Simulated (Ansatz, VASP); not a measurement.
## K: VASP beside Ansatz

INCAR

```
SYSTEM = K
PREC     = Accurate       ! precision mode
ENCUT    = 520            ! plane-wave cutoff, eV
EDIFF    = 1E-6           ! SCF threshold, eV
ISMEAR   = 0              ! smearing method
SIGMA    = 0.15           ! smearing width, eV
LREAL    = .FALSE.        ! projectors in reciprocal space
LASPH    = .TRUE.         ! aspherical terms in the spheres
NELM     = 60             ! most SCF steps
ALGO     = Fast           ! electronic algorithm
ISIF     = 2              ! what is computed and relaxed
LWAVE    = .FALSE.        ! write WAVECAR
LCHARG   = .TRUE.         ! write CHGCAR
GGA      = PS             ! functional
LELF     = .TRUE.         ! ELF
LVHAR    = .TRUE.       
NBANDS   = 10             ! bands
```

Contents of KPOINTS:

```
Automatic mesh
0
G
  14 14 14
  0 0 0
```

Contents of POSCAR:

```
K
1.0
   -2.5525500000      2.5525500000      2.6834500000
    2.5525500000     -2.5525500000      2.6834500000
    2.5525500000      2.5525500000     -2.6834500000
K
1
Direct
    0.0000000000      0.0000000000      0.0000000000
```

Input for Ansatz:

```yaml
crystal:
  lattice:
    - [-2.55255, 2.55255, 2.68345]
    - [2.55255, -2.55255, 2.68345]
    - [2.55255, 2.55255, -2.68345]
  atoms:
    - { symbol: K, position: [0.0, 0.0, 0.0] }
basis:
  ecutwfc: 420
kpoints:
  mp_grid: { grid: [14, 14, 14] }
hamiltonian:
  xc: pbesol
scf:
  occupations: { method: gaussian, width: 0.15 }
output:
  forces: true
  stress: true
  eigenvalues: true
```

Change from the starting cell: strain -0.025 along x and y, +0.025 along z, atoms carried along.

Alike in both runs: task single point; functional PBEsol; k mesh 14 × 14 × 14; occupations gaussian, width 0.15 eV; no spin polarisation.

|  | VASP | Ansatz |
| --- | --- | --- |
| version | VASP 6.6.1 | Ansatz 0.2.0 |
| potentials or method | VASP PAW PBE potentials, release 64 (K_sv), cutoff 520 eV | scalar-relativistic, plane waves, PAW |
| valence electrons in the cell | 9 | 9 |

|  | VASP | Ansatz | Ansatz less VASP |
| --- | --- | --- | --- |
| gap on the k mesh at the Fermi level (eV) | none | none | - |
| pressure (GPa) | 0.0 | 0.1 | +0.01 |

VASP's potentials were made for PBE, not for PBEsol. A gap of «none» marks a metal or a gap that the smearing closes.
